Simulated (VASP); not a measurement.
# AlGa3N4 (P-43m) in VASP: a series of runs

AlGa3N4 is run at these levels: PBEsol; tasks: single point.

All numbers are computed with VASP 6.6.1; they aren't measurements. Logs are shortened: lines on timing, memory, paths and dates and some standing lists are left out, and cuts for length are marked.

### 1 The cell of the first run

It takes space group P-43m (No. 215, cubic). The conventional cell has a = 4.385 Å, b = 4.385 Å, c = 4.385 Å, α = 90.00°, β = 90.00°, γ = 90.00°. Within 2.5 Å of Al (site symmetry -43m) lie 4 N at 1.86 Å. Ga (site symmetry -42m) has 4 N at 1.91 Å within 2.5 Å. N (site symmetry 3m) has 1 Al at 1.86 Å and 3 Ga at 1.91 Å within 2.5 Å.

### 2 Single point, PBEsol

INCAR

```
SYSTEM = AlGa3N4
PREC = Accurate
ENCUT = 520
EDIFF = 1E-6
ISMEAR = 0
SIGMA = 0.02
LREAL = .FALSE.
LASPH = .TRUE.
NELM = 100
ALGO = Normal
ISIF = 2
LWAVE = .FALSE.
LCHARG = .FALSE.
GGA = PS
NBANDS = 41
```

KPOINTS

```
Automatic mesh
0
G
  6 6 6
  0 0 0
```

POSCAR

```
AlGa3N4
1.0
    4.3853975073      0.0000000000      0.0000000000
    0.0000000000      4.3853975073      0.0000000000
    0.0000000000      0.0000000000      4.3853975073
Al Ga N
1 3 4
Direct
    0.0000000000      0.0000000000      0.0000000000
    0.5000000000      0.5000000000      0.0000000000
    0.5000000000      0.0000000000      0.5000000000
    0.0000000000      0.5000000000      0.5000000000
    0.7551034557      0.7551034557      0.2448965443
    0.7551034557      0.2448965443      0.7551034557
    0.2448965443      0.7551034557      0.7551034557
    0.2448965443      0.2448965443      0.2448965443
```

Potentials or basis: VASP PAW PBE potentials, release 64 (Al, Ga_d, N).

Run with:

```console
> cat potpaw_PBE.64/Al/POTCAR potpaw_PBE.64/Ga_d/POTCAR potpaw_PBE.64/N/POTCAR > POTCAR
> mpirun -np 1 vasp_std > vasp.out
```

OUTCAR:

```text
SYSTEM = AlGa3N4
   PREC = Accurate
   ENCUT = 520
   EDIFF = 1E-6
   ISMEAR = 0
   LREAL = .FALSE.
   LASPH = .TRUE.
   NELM = 100
   ISIF = 2
   GGA = PS

 ion  position               nearest neighbor table
   1  0.000  0.000  0.000-   5 1.86   6 1.86   7 1.86   8 1.86   3 3.10   4 3.10   2 3.10   3 3.10
                             4 3.10   2 3.10   4 3.10   4 3.10   2 3.10   3 3.10   3 3.10   2 3.10
   2  0.500  0.500  0.000-   5 1.91   6 1.91   7 1.91   8 1.91   1 3.10   1 3.10   1 3.10   1 3.10

   3  0.500  0.000  0.500-   5 1.91   6 1.91   7 1.91   8 1.91   1 3.10   1 3.10   1 3.10   1 3.10

   4  0.000  0.500  0.500-   5 1.91   6 1.91   7 1.91   8 1.91   1 3.10   1 3.10   1 3.10   1 3.10

   5  0.755  0.755  0.245-   1 1.86   2 1.91   3 1.91   4 1.91
   6  0.755  0.245  0.755-   1 1.86   2 1.91   3 1.91   4 1.91
   7  0.245  0.755  0.755-   1 1.86   2 1.91   3 1.91   4 1.91
   8  0.245  0.245  0.245-   1 1.86   2 1.91   3 1.91   4 1.91

  LATTYP: Found a simple cubic cell.
 ALAT       =     4.3853975073

  Lattice vectors:

 A1 = (   4.3853975073,   0.0000000000,   0.0000000000)
 A2 = (   0.0000000000,   4.3853975073,   0.0000000000)
 A3 = (   0.0000000000,   0.0000000000,   4.3853975073)

Analysis of symmetry for initial positions (statically):
=====================================================================
 Subroutine PRICEL returns:
 Original cell was already a primitive cell.

 Routine SETGRP: Setting up the symmetry group for a
 simple cubic supercell.

 Subroutine GETGRP returns: Found 24 space group operations
 (whereof 24 operations were pure point group operations)
 out of a pool of 48 trial point group operations.

The static configuration has the point symmetry T_d .

Analysis of symmetry for dynamics (positions and initial velocities):
=====================================================================
 Subroutine PRICEL returns:
 Original cell was already a primitive cell.

 Routine SETGRP: Setting up the symmetry group for a
 simple cubic supercell.

 Subroutine GETGRP returns: Found 24 space group operations
 (whereof 24 operations were pure point group operations)
 out of a pool of 48 trial point group operations.

The dynamic configuration has the point symmetry T_d .

 Subroutine INISYM returns: Found 24 space group operations
 (whereof 24 operations are pure point group operations),
 and found     1 'primitive' translations

----------------------------------------------------------------------------------------

                                     Primitive cell

  volume of cell :      84.3387

  direct lattice vectors                    reciprocal lattice vectors
     4.385397507  0.000000000  0.000000000     0.228029500  0.000000000  0.000000000
     0.000000000  4.385397507  0.000000000     0.000000000  0.228029500  0.000000000
     0.000000000  0.000000000  4.385397507     0.000000000  0.000000000  0.228029500

  length of vectors
     4.385397507  4.385397507  4.385397507     0.228029500  0.228029500  0.228029500

  position of ions in fractional coordinates (direct lattice)
     0.000000000  0.000000000  0.000000000
     0.500000000  0.500000000  0.000000000
     0.500000000  0.000000000  0.500000000
     0.000000000  0.500000000  0.500000000
     0.755103456  0.755103456  0.244896544
     0.755103456  0.244896544  0.755103456
     0.244896544  0.755103456  0.755103456
     0.244896544  0.244896544  0.244896544

  ion indices of the primitive-cell ions
   primitive index   ion index
                 1           1
                 2           2
                 3           3
                 4           4
                 5           5
                 6           6
                 7           7
                 8           8

----------------------------------------------------------------------------------------

 KPOINTS: Automatic mesh

Automatic generation of k-mesh.
 Grid dimensions read from file:
 generate k-points for:    6    6    6

 Generating k-lattice:

  Cartesian coordinates                     Fractional coordinates (reciprocal lattice)
     0.038004917  0.000000000  0.000000000     0.166666667  0.000000000  0.000000000
     0.000000000  0.038004917  0.000000000     0.000000000  0.166666667  0.000000000
     0.000000000  0.000000000  0.038004917     0.000000000  0.000000000  0.166666667

  Length of vectors
     0.038004917  0.038004917  0.038004917

  Shift w.r.t. Gamma in fractional coordinates (k-lattice)
     0.000000000  0.000000000  0.000000000

 Subroutine IBZKPT returns following result:
 ===========================================

 Found     20 irreducible k-points:

 Following reciprocal coordinates:
            Coordinates               Weight
  0.000000  0.000000  0.000000      1.000000
  0.166667  0.000000  0.000000      6.000000
  0.333333  0.000000  0.000000      6.000000
  0.500000  0.000000  0.000000      3.000000
  0.166667  0.166667  0.000000     12.000000
  0.333333  0.166667  0.000000     24.000000
[... 12 lines left out ...]
  0.500000  0.500000  0.333333      6.000000
  0.500000  0.500000  0.500000      1.000000
   k-points           NKPTS =     20   k-points in BZ     NKDIM =     20   number of bands    NBANDS=     41
   number of dos      NEDOS =    301   number of ions     NIONS =      8
   total plane-waves  NPLWV =  46656
   dimension x,y,z NGX =    36 NGY =   36 NGZ =   36
   dimension x,y,z NGXF=    72 NGYF=   72 NGZF=   72
   ions per type =               1   3   4
   NGX,Y,Z   is equivalent  to a cutoff of  13.65, 13.65, 13.65 a.u.
   NGXF,Y,Z  is equivalent  to a cutoff of  27.29, 27.29, 27.29 a.u.
 SYSTEM =  AlGa3N4
   PREC   = accura    normal or accurate (medium, high low for compatibility)
   ISTART =      0    job   : 0-new  1-cont  2-samecut
   ICHARG =      2    charge: 1-file 2-atom 10-const
   ISPIN  =      1    spin polarized calculation?
   LNONCOLLINEAR =      F non collinear calculations
   LSORBIT =      F    spin-orbit coupling
   LASPH  =      T    aspherical Exc in radial PAW
   ENCUT  =  520.0 eV  38.22 Ry    6.18 a.u.   8.15  8.15  8.15*2*pi/ulx,y,z
   NELM   =    100;   NELMIN=  2; NELMDL= -5     # of ELM steps
   EDIFF  = 0.1E-05   stopping-criterion for ELM
   LREAL  =      F    real-space projection
   EDIFFG = 0.1E-04   stopping-criterion for IOM
   NSW    =      0    number of steps for IOM
   IBRION =     -1    ionic relax: 0-MD 1-quasi-New 2-CG
   NFREE  =      0    steps in history (QN), initial steepest desc. (CG)
   ISIF   =      2    stress and relaxation
   ISYM   =      2    0-nonsym 1-usesym 2-fastsym
   POTIM  = 0.5000    time-step for ionic-motion
   TEBEG  =    0.0;   TEEND  =   0.0 temperature during run
   PSTRESS=    0.0 pullay stress
   NELECT =      62.0000    total number of electrons
   NUPDOWN=      -1.0000    fix difference up-down
   EMIN   =  10.00;   EMAX   =-10.00  energy-range for DOS
   EFERMI =   0.00;   METHOD = LEGACY
   ISMEAR =     0;   SIGMA  =   0.02  broadening in eV -4-tet -1-fermi 0-gaus
   EFERMI_NEDOS =   21; number of points for ismear=-14 and -15
   IALGO  =     38    algorithm
   IMIX   =      4    mixing-type and parameters
     AMIX     =   0.40;   BMIX     =  1.00
     AMIX_MAG =   1.60;   BMIX_MAG =  1.00
  volume/ion in A,a.u.               =      10.54        71.14
  Fermi-wavevector in a.u.,A,eV,Ry     =   1.477508  2.792085 29.701914  2.183029
  Thomas-Fermi vector in A             =   2.591903
   LORBIT       =      0    0 simple, 1 ext, 2 COOP (PROOUT), +10 PAW based schemes
   GGA     = PS    functional components
   LHFCALC =     F    Hartree Fock is set to
   AEXX    =    0.0000 exact exchange contribution
   IVDW    =     0    specifies the selected vdW correction
   LEPSILON=     F    determine dielectric tensor
   LRPA    =     F    only Hartree local field effects (RPA)
 non-spin polarized calculation
 Gauss-broadening in eV      SIGMA  =   0.02
  energy-cutoff  :      520.00
  volume of cell :       84.34
 maximum number of plane-waves:      2301
 NGX is ok and might be reduce to    36
   NGX = 17   NGY = 17   NGZ = 17

 number of electron      61.9999983 magnetization

 Free energy of the ion-electron system (eV)
  ---------------------------------------------------
  ext. energy  EPLUGINS =         0.00000000
  ---------------------------------------------------
  free energy    TOTEN  =       -54.79745068 eV

  energy without entropy =      -54.79745068  energy(sigma->0) =      -54.79745068

 E-fermi :   6.0826     XC(G=0): -12.0328

 val. band max:        5.9136997957   @ k =   0.0000   0.0000   0.0000
 cond. band min:       8.6143915799   @ k =   0.0000   0.0000   0.0000
 fundamental gap:      2.7006917842
 Fermi energy:         6.0826402296

 k-point     1 :       0.0000    0.0000    0.0000
  band No.  band energies     occupation
      1     -10.2243      2.00000
      2      -8.6869      2.00000
      3      -8.6869      2.00000
      4      -8.6869      2.00000
      5      -7.2365      2.00000
      6      -7.2009      2.00000
[... 33 lines left out ...]
     40      17.0815      0.00000
     41      17.0818      0.00000

 k-point     2 :       0.1667    0.0000    0.0000
  band No.  band energies     occupation
      1     -10.1000      2.00000
      2      -8.7401      2.00000
      3      -8.6892      2.00000
      4      -8.6892      2.00000
      5      -7.2290      2.00000
      6      -7.1971      2.00000
[... 33 lines left out ...]
     40      17.3088      0.00000
     41      17.3141      0.00000

 k-point     3 :       0.3333    0.0000    0.0000
  band No.  band energies     occupation
      1      -9.7600      2.00000
      2      -8.9327      2.00000
      3      -8.6939      2.00000
      4      -8.6939      2.00000
      5      -7.1989      2.00000
      6      -7.1790      2.00000
[... 699 lines left out ...]
      2      -8.8994      2.00000
      3      -8.8994      2.00000
      4      -8.8855      2.00000
      5      -7.2059      2.00000
      6      -7.2059      2.00000
[... 33 lines left out ...]
     40      16.3984      0.00000
     41      16.5357      0.00000

 k-point    20 :       0.5000    0.5000    0.5000
  band No.  band energies     occupation
      1      -9.0817      2.00000
      2      -8.8929      2.00000
      3      -8.8929      2.00000
      4      -8.8929      2.00000
      5      -7.2105      2.00000
      6      -7.2105      2.00000
[... 33 lines left out ...]
     40      16.0748      0.00000
     41      16.0748      0.00000

------------------------ aborting loop because EDIFF is reached ----------------------------------------

  FORCE on cell =-STRESS in cart. coord.  units (eV):
  Direction    XX          YY          ZZ          XY          YZ          ZX
  --------------------------------------------------------------------------------------
  -------------------------------------------------------------------------------------
  Total        6.2358444      6.2358444      6.2358444      0.0000000     -0.0000000      0.0000000
  in kB      118.4619714    118.4619714    118.4619714      0.0000000     -0.0000000      0.0000000
  external PRESSURE =     118.4619714 kB  Pullay stress =       0.0000000 kB

 VOLUME and BASIS-vectors are now :
 -----------------------------------------------------------------------------
  energy-cutoff  :      520.00
  volume of cell :       84.34
      direct lattice vectors                 reciprocal lattice vectors
     4.385397507  0.000000000  0.000000000     0.228029500  0.000000000  0.000000000
     0.000000000  4.385397507  0.000000000     0.000000000  0.228029500  0.000000000
     0.000000000  0.000000000  4.385397507     0.000000000  0.000000000  0.228029500

 POSITION                                       TOTAL-FORCE (eV/Angst)
 -----------------------------------------------------------------------------------
      0.00000      0.00000      0.00000        -0.000000      0.000000      0.000000
      2.19270      2.19270      0.00000        -0.000000      0.000000      0.000000
      2.19270      0.00000      2.19270         0.000000     -0.000000      0.000000
      0.00000      2.19270      2.19270         0.000000      0.000000      0.000000
      3.31143      3.31143      1.07397        -0.009859     -0.009859      0.009859
      3.31143      1.07397      3.31143        -0.009859      0.009859     -0.009859
      1.07397      3.31143      3.31143         0.009859     -0.009859     -0.009859
      1.07397      1.07397      1.07397         0.009859      0.009859      0.009859
 -----------------------------------------------------------------------------------
    total drift:                               -0.000000     -0.000000     -0.000000

  FREE ENERGIE OF THE ION-ELECTRON SYSTEM (eV)
  ---------------------------------------------------
  free  energy   TOTEN  =       -54.7974506761 eV

  energy  without entropy=      -54.7974506761  energy(sigma->0) =      -54.79745068
```

Wall time 3.3 min (1 thread of AMD EPYC 7R13, shared host); peak memory 0.2 GiB.

What came out:

```yaml
Free_energy: -54.7975 eV
Pressure: 11.8 GPa
Largest_force: 0.017 eV/Å
Band_gap_on_the_k_mesh: 2.70 eV, direct
```

Forces in eV/Å, atoms in the order of the input:
```
Al   0.000  0.000  0.000
Ga   0.000  0.000  0.000
Ga   0.000  0.000  0.000
Ga   0.000  0.000  0.000
N   -0.010 -0.010  0.010
N   -0.010  0.010 -0.010
N    0.010 -0.010 -0.010
N    0.010  0.010  0.010
```

Levels at points of the mesh, in eV from the valence-band top:
| k point | band 28 | band 29 | band 30 | band 31 | band 32 | band 33 | band 34 | band 35 |
| --- | --- | --- | --- | --- | --- | --- | --- | --- |
| (0.00, 0.00, 0.00) | -2.63 | 0.00 | 0.00 | 0.00 | 2.70 | 3.37 | 3.37 | 3.37 |
| (0.50, 0.00, 0.00) | -1.59 | -1.59 | -1.26 | -1.26 | 5.07 | 5.17 | 6.27 | 6.27 |
| (0.50, 0.50, 0.00) | -1.06 | -1.00 | -1.00 | -0.66 | 7.07 | 7.31 | 7.31 | 7.43 |
| (0.50, 0.50, 0.50) | -0.80 | -0.72 | -0.72 | -0.72 | 5.35 | 5.35 | 5.35 | 6.58 |

Caveat: the PAW data sets were made with another functional, which shifts forces and pressure a little.

(Part 1 of 2 ends here.)
